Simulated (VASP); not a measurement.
Here is a VASP 6.6.1 calculation.

Contents of INCAR:

```
SYSTEM = OsSe
PREC = Accurate
ENCUT = 520
EDIFF = 1E-6
ISMEAR = 0
SIGMA = 0.05
LREAL = .FALSE.
LASPH = .TRUE.
NELM = 150
ALGO = Normal
ISIF = 2
LWAVE = .FALSE.
LCHARG = .FALSE.
ISPIN = 2
MAGMOM = 0.05 0
LORBIT = 11
LMAXMIX = 4
GGA = PE
NBANDS = 18
```

KPOINTS

```
Automatic mesh
0
G
  10 10 10
  0 0 0
```

The input POSCAR:

```
OsSe
1.0
    0.0000000000      2.7031851406      2.7031851406
    2.7031851406      0.0000000000      2.7031851406
    2.7031851406      2.7031851406      0.0000000000
Os Se
1 1
Direct
    0.0000000000      0.0000000000      0.0000000000
    0.2500000000      0.2500000000      0.2500000000
```

Potentials or basis: VASP PAW PBE potentials, release 64 (Os, Se).

Run with:

```sh
$ cat potpaw_PBE.64/Os/POTCAR potpaw_PBE.64/Se/POTCAR > POTCAR
$ mpirun -np 1 vasp_std > vasp.out
```

(1) Estimate the pressure.

(2) What does it give for the band gap on the k mesh?

Results:

(1) 10.2 GPa.

(2) zero (filled and empty bands overlap).

Caveat: the cell stands under pressure; spin-orbit coupling is left out, which moves the levels of the heavy elements.
